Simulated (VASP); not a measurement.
# CaB2 (R3m) in VASP: further runs

The runs below take CaB2 through single point, relaxation of cell and atoms, with PBE.

Everything below comes from runs of VASP 6.6.1. Logs are shortened: lines on timing, memory, paths and dates and some standing lists are left out, and cuts for length are marked.

## Step 1: The cell of the first run

It takes space group R3m (No. 160, trigonal). The conventional cell has a = 2.766 Å, b = 2.766 Å, c = 16.063 Å, α = 90.00°, β = 90.00°, γ = 120.00°. Within 2.7 Å of Ca (site symmetry 3m) lie 6 B at 2.07 Å. B (site symmetry 3m) has 3 Ca at 2.07 Å and 1 B at 2.63 Å within 2.7 Å. B (site symmetry 3m) has 3 Ca at 2.07 Å and 1 B at 2.63 Å within 2.7 Å.

## Step 2: Single point, PBE

INCAR

```
SYSTEM = CaB2
ALGO = Normal
EDIFF = 1E-6
ENCUT = 520
GGA = PE
ISIF = 2
ISMEAR = 0
LASPH = .True.
LCHARG = .True.
LELF = .True.
LREAL = .False.
LVHAR = .True.
LWAVE = .False.
NBANDS = 15
NELM = 100
PREC = Accurate
SIGMA = 0.1
```

KPOINTS

```
k-points
0
Gamma
  6 6 6
  0 0 0
```

POSCAR

```
CaB2
1.0
    1.3828728339      0.7984020029      5.3542742964
   -1.3828728339      0.7984020029      5.3542742964
    0.0000000000     -1.5968040058      5.3542742964
Ca B
1 2
Direct
    0.0000000000      0.0000000000      0.0000000000
    0.7484000000      0.7484000000      0.7484000000
    0.5849000000      0.5849000000      0.5849000000
```

Potentials or basis: VASP PAW PBE potentials, release 64 (Ca_sv, B).

Launch:

```
$ cat potpaw_PBE.64/Ca_sv/POTCAR potpaw_PBE.64/B/POTCAR > POTCAR
$ mpirun -np 1 vasp_std > vasp.out
```

OUTCAR:

```text
SYSTEM = CaB2
   EDIFF = 1E-6
   ENCUT = 520
   GGA = PE
   ISIF = 2
   ISMEAR = 0
   LASPH = .True.
   LREAL = .False.
   NELM = 100
   PREC = Accurate

 ion  position               nearest neighbor table
   1  0.000  0.000  0.000-   2 2.07   2 2.07   2 2.07   3 2.07   3 2.07   3 2.07
   2  0.748  0.748  0.748-   1 2.07   1 2.07   1 2.07
   3  0.585  0.585  0.585-   1 2.07   1 2.07   1 2.07

  LATTYP: Found a trigonal (rhomboedric) cell.
 ALAT       =     5.5873102898
 COS(alpha) =     0.8774851014

  Lattice vectors:

 A1 = (   1.3828728339,   0.7984020029,   5.3542742964)
 A2 = (  -1.3828728339,   0.7984020029,   5.3542742964)
 A3 = (   0.0000000000,  -1.5968040058,   5.3542742964)

Analysis of symmetry for initial positions (statically):
=====================================================================
 Subroutine PRICEL returns:
 Original cell was already a primitive cell.

 Routine SETGRP: Setting up the symmetry group for a
 trigonal (rhombohedral) supercell.

 Subroutine GETGRP returns: Found  6 space group operations
 (whereof  6 operations were pure point group operations)
 out of a pool of 12 trial point group operations.

The static configuration has the point symmetry C_3v.

Analysis of symmetry for dynamics (positions and initial velocities):
=====================================================================
 Subroutine PRICEL returns:
 Original cell was already a primitive cell.

 Routine SETGRP: Setting up the symmetry group for a
 trigonal (rhombohedral) supercell.

 Subroutine GETGRP returns: Found  6 space group operations
 (whereof  6 operations were pure point group operations)
 out of a pool of 12 trial point group operations.

The dynamic configuration has the point symmetry C_3v.

 Subroutine INISYM returns: Found  6 space group operations
 (whereof  6 operations are pure point group operations),
 and found     1 'primitive' translations

----------------------------------------------------------------------------------------

                                     Primitive cell

  volume of cell :      35.4696

  direct lattice vectors                    reciprocal lattice vectors
     1.382872834  0.798402003  5.354274296     0.361566145  0.208750311  0.062255558
    -1.382872834  0.798402003  5.354274296    -0.361566145  0.208750311  0.062255558
     0.000000000 -1.596804006  5.354274296     0.000000000 -0.417500623  0.062255558

  length of vectors
     5.587310290  5.587310290  5.587310290     0.422116719  0.422116719  0.422116719

  position of ions in fractional coordinates (direct lattice)
     0.000000000  0.000000000  0.000000000
     0.748400000  0.748400000  0.748400000
     0.584900000  0.584900000  0.584900000

  ion indices of the primitive-cell ions
   primitive index   ion index
                 1           1
                 2           2
                 3           3

----------------------------------------------------------------------------------------

 KPOINTS: k-points

Automatic generation of k-mesh.
 Grid dimensions read from file:
 generate k-points for:    6    6    6

 Generating k-lattice:

  Cartesian coordinates                     Fractional coordinates (reciprocal lattice)
     0.060261024  0.034791719  0.010375926     0.166666667  0.000000000  0.000000000
    -0.060261024  0.034791719  0.010375926     0.000000000  0.166666667  0.000000000
     0.000000000 -0.069583437  0.010375926     0.000000000  0.000000000  0.166666667

  Length of vectors
     0.070352786  0.070352786  0.070352786

  Shift w.r.t. Gamma in fractional coordinates (k-lattice)
     0.000000000  0.000000000  0.000000000

 Subroutine IBZKPT returns following result:
 ===========================================

 Found     32 irreducible k-points:

 Following reciprocal coordinates:
            Coordinates               Weight
  0.000000  0.000000  0.000000      1.000000
  0.166667  0.000000  0.000000      6.000000
  0.333333  0.000000  0.000000      6.000000
  0.500000 -0.000000  0.000000      3.000000
  0.166667  0.166667  0.000000      6.000000
  0.333333  0.166667  0.000000     12.000000
[... 16 lines left out ...]
  0.500000  0.500000  0.166667      6.000000
 -0.333333  0.500000  0.166667     12.000000
 [... further k-points ...]
   k-points           NKPTS =     32   k-points in BZ     NKDIM =     32   number of bands    NBANDS=     15
   number of dos      NEDOS =    301   number of ions     NIONS =      3
   total plane-waves  NPLWV =  74088
   dimension x,y,z NGX =    42 NGY =   42 NGZ =   42
   dimension x,y,z NGXF=    84 NGYF=   84 NGZF=   84
   ions per type =               1   2
   NGX,Y,Z   is equivalent  to a cutoff of  12.50, 12.50, 12.50 a.u.
   NGXF,Y,Z  is equivalent  to a cutoff of  24.99, 24.99, 24.99 a.u.
 SYSTEM =  CaB2
   PREC   = accura    normal or accurate (medium, high low for compatibility)
   ISTART =      0    job   : 0-new  1-cont  2-samecut
   ICHARG =      2    charge: 1-file 2-atom 10-const
   ISPIN  =      1    spin polarized calculation?
   LNONCOLLINEAR =      F non collinear calculations
   LSORBIT =      F    spin-orbit coupling
   LASPH  =      T    aspherical Exc in radial PAW
   ENCUT  =  520.0 eV  38.22 Ry    6.18 a.u.  10.39 10.39 10.39*2*pi/ulx,y,z
   NELM   =    100;   NELMIN=  2; NELMDL= -5     # of ELM steps
   EDIFF  = 0.1E-05   stopping-criterion for ELM
   LREAL  =      F    real-space projection
   EDIFFG = 0.1E-04   stopping-criterion for IOM
   NSW    =      0    number of steps for IOM
   IBRION =     -1    ionic relax: 0-MD 1-quasi-New 2-CG
   NFREE  =      0    steps in history (QN), initial steepest desc. (CG)
   ISIF   =      2    stress and relaxation
   ISYM   =      2    0-nonsym 1-usesym 2-fastsym
   POTIM  = 0.5000    time-step for ionic-motion
   TEBEG  =    0.0;   TEEND  =   0.0 temperature during run
   PSTRESS=    0.0 pullay stress
   NELECT =      16.0000    total number of electrons
   NUPDOWN=      -1.0000    fix difference up-down
   EMIN   =  10.00;   EMAX   =-10.00  energy-range for DOS
   EFERMI =   0.00;   METHOD = LEGACY
   ISMEAR =     0;   SIGMA  =   0.10  broadening in eV -4-tet -1-fermi 0-gaus
   EFERMI_NEDOS =   21; number of points for ismear=-14 and -15
   IALGO  =     38    algorithm
   IMIX   =      4    mixing-type and parameters
     AMIX     =   0.40;   BMIX     =  1.00
     AMIX_MAG =   1.60;   BMIX_MAG =  1.00
  volume/ion in A,a.u.               =      11.82        79.79
  Fermi-wavevector in a.u.,A,eV,Ry     =   1.255537  2.372621 21.447865  1.576374
  Thomas-Fermi vector in A             =   2.389289
   LORBIT       =      0    0 simple, 1 ext, 2 COOP (PROOUT), +10 PAW based schemes
   GGA     = PE    functional components
   LHFCALC =     F    Hartree Fock is set to
   AEXX    =    0.0000 exact exchange contribution
   IVDW    =     0    specifies the selected vdW correction
   LEPSILON=     F    determine dielectric tensor
   LRPA    =     F    only Hartree local field effects (RPA)
 non-spin polarized calculation
 Gauss-broadening in eV      SIGMA  =   0.10
  energy-cutoff  :      520.00
  volume of cell :       35.47
 maximum number of plane-waves:       968
 NGX is ok and might be reduce to    42
   NGX = 21   NGY = 21   NGZ = 21

 number of electron      16.0000000 magnetization

 Free energy of the ion-electron system (eV)
  ---------------------------------------------------
  ext. energy  EPLUGINS =         0.00000000
  ---------------------------------------------------
  free energy    TOTEN  =        -3.06415664 eV

  energy without entropy =       -3.05896536  energy(sigma->0) =       -3.06156100

 E-fermi :   4.6380     XC(G=0): -10.8670

 val. band max:        4.5755118249   @ k =   0.5000   0.5000   0.0000
 cond. band min:       4.6425362283   @ k =   0.3333   0.1667   0.0000
 fundamental gap:      0.0670244033
 Fermi energy:         4.6380318775

 k-point     1 :       0.0000    0.0000    0.0000
  band No.  band energies     occupation
      1     -34.4936      2.00000
      2     -16.3712      2.00000
      3     -14.3121      2.00000
      4     -14.3121      2.00000
      5      -4.3558      2.00000
      6      -0.0122      2.00000
      7       0.9666      2.00000
      8       6.5161      0.00000
      9       6.5161      0.00000
     10       8.3784      0.00000
     11       8.3784      0.00000
     12       9.0839      0.00000
     13       9.3002      0.00000
     14      14.0002      0.00000
     15      14.0002      0.00000

 k-point     2 :       0.1667    0.0000    0.0000
  band No.  band energies     occupation
      1     -34.3386      2.00000
      2     -16.1787      2.00000
      3     -15.1777      2.00000
      4     -14.4812      2.00000
      5      -3.5635      2.00000
      6      -0.0689      2.00000
      7       1.8273      2.00000
      8       5.5857      0.00000
      9       6.3332      0.00000
     10       7.2073      0.00000
     11       7.4103      0.00000
     12       9.1238      0.00000
     13       9.5604      0.00000
     14      13.1784      0.00000
     15      14.1155      0.00000

 k-point     3 :       0.3333    0.0000    0.0000
  band No.  band energies     occupation
      1     -34.0105      2.00000
      2     -16.6653      2.00000
      3     -15.7626      2.00000
      4     -14.8012      2.00000
      5      -1.7063      2.00000
      6      -0.3036      2.00000
      7       2.1265      2.00000
      8       4.4086      1.99882
      9       5.2171      0.00000
     10       6.0744      0.00000
     11       8.1091      0.00000
     12       8.4665      0.00000
     13       8.8437      0.00000
     14      13.4445      0.00000
     15      14.2675      0.00000
[... 343 lines left out ...]
 k-point    23 :       0.5000    0.5000    0.1667
  band No.  band energies     occupation
      1     -34.0105      2.00000
      2     -16.6647      2.00000
      3     -15.7688      2.00000
      4     -14.8014      2.00000
      5      -1.4200      2.00000
      6      -0.5653      2.00000
      7       2.6209      2.00000
      8       3.4835      2.00000
      9       5.7695      0.00000
     10       6.2631      0.00000
     11       7.1554      0.00000
     12       8.1731      0.00000
     13       9.2021      0.00000
     14      14.0143      0.00000
     15      14.6604      0.00000

 k-point    24 :      -0.3333    0.5000    0.1667
  band No.  band energies     occupation
      1     -33.8380      2.00000
      2     -16.9942      2.00000
      3     -15.5426      2.00000
      4     -15.4216      2.00000
      5      -0.8021      2.00000
      6       0.7142      2.00000
      7       2.6786      2.00000
      8       2.9629      2.00000
      9       4.7453      0.12933
     10       5.1553      0.00000
     11       6.7807      0.00000
     12       7.7147      0.00000
     13       9.5479      0.00000
     14      14.4060      0.00000
     15      15.0260      0.00000

 [... further k-points ...]
[... 5 lines left out ...]
  --------------------------------------------------------------------------------------
  -------------------------------------------------------------------------------------
  Total       14.6847203     14.6847203     17.1041959      0.0000000      0.0000000      0.0000000
  in kB      663.3160878    663.3160878    772.6049994      0.0000000      0.0000000      0.0000000
  external PRESSURE =     699.7457250 kB  Pullay stress =       0.0000000 kB

 VOLUME and BASIS-vectors are now :
 -----------------------------------------------------------------------------
  energy-cutoff  :      520.00
  volume of cell :       35.47
      direct lattice vectors                 reciprocal lattice vectors
     1.382872834  0.798402003  5.354274296     0.361566145  0.208750311  0.062255558
    -1.382872834  0.798402003  5.354274296    -0.361566145  0.208750311  0.062255558
     0.000000000 -1.596804006  5.354274296     0.000000000 -0.417500623  0.062255558

 POSITION                                       TOTAL-FORCE (eV/Angst)
 -----------------------------------------------------------------------------------
      0.00000      0.00000      0.00000         0.000000      0.000000     -0.020929
      0.00000      0.00000     12.02142         0.000000      0.000000      7.574087
      0.00000      0.00000      9.39515         0.000000      0.000000     -7.553158
 -----------------------------------------------------------------------------------
    total drift:                               -0.000000      0.000000     -0.000041

  FREE ENERGIE OF THE ION-ELECTRON SYSTEM (eV)
  ---------------------------------------------------
  free  energy   TOTEN  =        -3.0641566426 eV

  energy  without entropy=       -3.0589653594  energy(sigma->0) =       -3.06156100
```

Run time: 25 s. Hardware: 1 thread of Intel Xeon 6975P-C (Granite Rapids), shared host; peak memory 0.24 GiB.

What came out:

| Quantity | Value |
| --- | --- |
| Free energy | -3.0642 eV |
| Pressure | 70.0 GPa |
| Largest force | 7.574 eV/Å |
| Band gap on the k mesh | zero (band 8 reaches 6.52 eV, above the bottom of band 9 at 3.93 eV) |

Forces on the atoms (eV/Å):
```
Ca   0.000  0.000 -0.021
B    0.000  0.000  7.574
B    0.000  0.000 -7.553
```

Stress tensor (GPa, compression positive):
```
66.33  0.00  0.00
 0.00 66.33  0.00
 0.00  0.00 77.26
```

Levels at points of the mesh, in eV from the Fermi level:
```csv
k point,band 5,band 6,band 7,band 8,band 9,band 10,band 11,band 12
"(0.00, 0.00, 0.00)",-8.99,-4.65,-3.67,1.88,1.88,3.74,3.74,4.45
"(0.50, 0.00, 0.00)",-5.39,-4.59,-2.86,-1.14,-0.31,0.93,3.07,4.27
"(0.50, 0.50, 0.00)",-5.64,-4.42,-2.41,-1.21,-0.06,1.14,1.82,3.81
"(0.50, 0.50, 0.50)",-7.83,-7.13,-1.68,1.63,1.84,1.84,3.83,3.83
```

Caveat: the k points lie up to 0.44 Å⁻¹ apart; forces of over 1 eV/Å act on the atoms, so gaps and moduli don't describe the material at rest.

## Step 3: Single point, PBE

This run uses another cell than the first one, of 13.10 Å³/atom, 1.108 times its volume.

INCAR

```
  PREC = Accurate
  ENCUT = 520
  EDIFF = 1E-7
  ISMEAR = 0
  SIGMA = 0.1
  LREAL = False
  LASPH = True
  NELM = 100
  ALGO = Normal
  ISIF = 2
  LWAVE = False
  LCHARG = False
  GGA = PE
  NBANDS = 15
```

KPOINTS

```
regular mesh
0
Gamma
  6 6 6
```

POSCAR

```
CaB2
1.0
    1.6134994859      0.9315543625      4.3575363549
   -1.6134994859      0.9315543625      4.3575363549
    0.0000000000     -1.8631087250      4.3575363549
Ca B
1 2
Direct
    0.0154132935      0.0154132935      0.0154132935
    0.8223786636      0.8223786636      0.8223786636
    0.4955080429      0.4955080429      0.4955080429
```

Potentials or basis: VASP PAW PBE potentials, release 64 (Ca_sv, B).

Launch:

```
$ cat potpaw_PBE.64/Ca_sv/POTCAR potpaw_PBE.64/B/POTCAR > POTCAR
$ mpirun -np 1 vasp_std > vasp.out
```

It took 16 s on 1 thread of Intel Xeon 6975P-C (Granite Rapids), shared host; peak memory 0.2 GiB.

Results (log left out):

```yaml
Free_energy: -14.8829 eV
Pressure: 0.3 GPa
Largest_force: 0.016 eV/Å
Band_gap_on_the_k_mesh: zero (band 8 reaches 5.02 eV, above the bottom of band 9 at 4.24 eV)
```

Forces on the atoms (eV/Å):
```
Ca   0.000  0.000 -0.016
B    0.000  0.000  0.008
B    0.000  0.000  0.008
```

Levels at points of the mesh, in eV from the Fermi level:
```csv
k point,band 6,band 7,band 8,band 9,band 10,band 11
"(0.00, 0.00, 0.00)",-2.55,0.07,0.62,0.62,4.02,4.02
"(0.50, 0.00, 0.00)",-6.03,-1.61,-1.31,-0.05,3.05,5.54
"(0.50, 0.50, 0.00)",-5.73,-1.21,-1.06,-0.01,2.05,4.98
"(0.50, 0.50, 0.50)",-4.69,0.45,0.45,1.83,4.45,4.45
```

Caveat: the k points lie up to 0.38 Å⁻¹ apart.

## Step 4: Relaxation of cell and atoms, PBE

INCAR

```
ALGO = Normal
EDIFF = 1E-7
EDIFFG = -0.04
ENCUT = 600
GGA = PE
IBRION = 2
ISIF = 3
ISMEAR = 0
LASPH = T
LCHARG = F
LREAL = F
LWAVE = F
NELM = 80
NSW = 90
PREC = Accurate
SIGMA = 0.1
```

KPOINTS

```
k-points
0
Gamma
  6 6 6
```

POSCAR

```
CaB2
1.0
    1.3828728339      0.7984020029      5.3542742964
   -1.3828728339      0.7984020029      5.3542742964
    0.0000000000     -1.5968040058      5.3542742964
Ca B
1 2
Direct
    0.0000000000      0.0000000000      0.0000000000
    0.7484000000      0.7484000000      0.7484000000
    0.5849000000      0.5849000000      0.5849000000
```

Launch:

```
$ cat potpaw_PBE.64/Ca_sv/POTCAR potpaw_PBE.64/B/POTCAR > POTCAR
$ mpirun -np 1 vasp_std > vasp.out
```

Run time: 9.8 min. Hardware: 1 thread of Intel Xeon 6975P-C (Granite Rapids), shared host; peak memory 0.38 GiB.

The run converged. Its results:

| Property | Result |
| --- | --- |
| Free energy | -14.8816 eV |
| Relaxed volume | 13.12 Å³/atom |
| Relaxed cell | a = 4.747 Å, b = 4.747 Å, c = 4.747 Å, α = 39.75°, β = 39.75°, γ = 39.75° |
| Space group after relaxing (to 0.05 Å) | R3m (No. 160) |
| Energy gained by relaxing | 3938.7 meV/atom |
| Ionic steps | 25 |
| Pressure after relaxing | 0.1 GPa |
| Largest force after relaxing | 0.031 eV/Å |
| Band gap on the k mesh | zero (band 8 reaches 5.01 eV, above the bottom of band 9 at 4.23 eV) |

Forces in eV/Å, atoms in the order of the input:
```
Ca   0.000  0.000 -0.006
B    0.000  0.000 -0.025
B    0.000  0.000  0.031
```

Stress tensor (GPa, compression positive):
```
 0.17  0.00  0.00
 0.00  0.17  0.00
 0.00  0.00 -0.01
```

Step by step:
| step | energy change (eV) | largest force (eV/Å) | pressure (GPa) | volume (Å³) |
| --- | --- | --- | --- | --- |
| 1 | 0.0000 | 7.5744 | 69.98 | 35.47 |
| 2 | -5.0766 | 0.5557 | -8.16 | 69.11 |
| 3 | -5.3568 | 1.2106 | -4.02 | 59.01 |
| 4 | -5.3576 | 1.2693 | -3.61 | 58.46 |
| 5 | -5.3563 | 1.3289 | -3.19 | 57.92 |
| 6 | -5.7099 | 1.8384 | -3.50 | 55.62 |
| 7 | -7.2634 | 3.5773 | -3.15 | 48.62 |
| 8 | -9.5652 | 4.3476 | 22.87 | 34.10 |
| 9 | -9.6228 | 4.3741 | 23.40 | 33.95 |
| 10 | -9.6523 | 4.8280 | 24.25 | 33.72 |
| 11 | -9.7715 | 4.5428 | 22.74 | 33.97 |
| 12 | -10.0978 | 3.7500 | 18.59 | 34.74 |
| 13 | -10.6228 | 2.3908 | 11.25 | 36.29 |
| 14 | -11.1709 | 0.9716 | 0.85 | 39.54 |
| 15 | -11.2374 | 0.9323 | -1.99 | 41.00 |
| 16 | -11.2417 | 0.9401 | -2.84 | 41.56 |
| 17 | -11.3535 | 1.0005 | -2.58 | 41.44 |
| 18 | -11.6211 | 1.0085 | -1.72 | 41.00 |
| 19 | -11.6954 | 0.8493 | 2.16 | 39.72 |
| 20 | -11.7554 | 0.9337 | 0.05 | 40.31 |
| 21 | -11.7829 | 0.6421 | -0.69 | 40.32 |
| 22 | -11.8064 | 0.2307 | -1.91 | 40.33 |
| 23 | -11.8144 | 0.1494 | -0.45 | 39.65 |
| 24 | -11.8155 | 0.1059 | 0.36 | 39.30 |
| 25 | -11.8162 | 0.0313 | 0.11 | 39.37 |

Final structure:
```
CELL_PARAMETERS angstrom
1.61357 0.93160 4.36559
-1.61357 0.93160 4.36559
0.00000 -1.86319 4.36559
ATOMIC_POSITIONS crystal
Ca 0.01539 0.01539 0.01539
B 0.82254 0.82254 0.82254
B 0.49537 0.49537 0.49537
```

Levels at points of the mesh, in eV from the Fermi level:
```csv
k point,band 6,band 7,band 8,band 9,band 10,band 11
"(0.00, 0.00, 0.00)",-2.56,0.05,0.62,0.62,4.01,4.01
"(0.50, 0.00, 0.00)",-6.03,-1.60,-1.32,-0.04,3.03,5.54
"(0.50, 0.50, 0.00)",-5.73,-1.21,-1.06,-0.01,2.04,4.97
"(0.50, 0.50, 0.50)",-4.69,0.46,0.46,1.81,4.43,4.43
```

Caveat: the k points lie up to 0.38 Å⁻¹ apart in the final cell.

## Step 5: The runs side by side

```tsv
task	cell	cutoff (eV)	gap on the mesh (eV)	pressure (GPa)	largest force (eV/Å)
single point	a = 5.587 Å, angles 28.7°, 3 atoms	520	none	70.0	7.57
single point	a = 4.739 Å, angles 39.8°, 3 atoms	520	none	0.3	0.02
relaxation of cell and atoms	relaxed from a = 5.587 Å, angles 28.7°, 3 atoms	600	none	0.1	0.03
```

Alike in all rows: level PBE; potentials or basis VASP PAW PBE potentials, release 64 (Ca_sv, B); no spin polarisation; k mesh 6 × 6 × 6; smearing gaussian 0.1 eV.

Caveats: all runs use coarse meshes; forces of over 1 eV/Å act on the atoms, so gaps and moduli don't describe the material at rest (some runs).

Absolute energies hang on the potentials; compare differences alone.
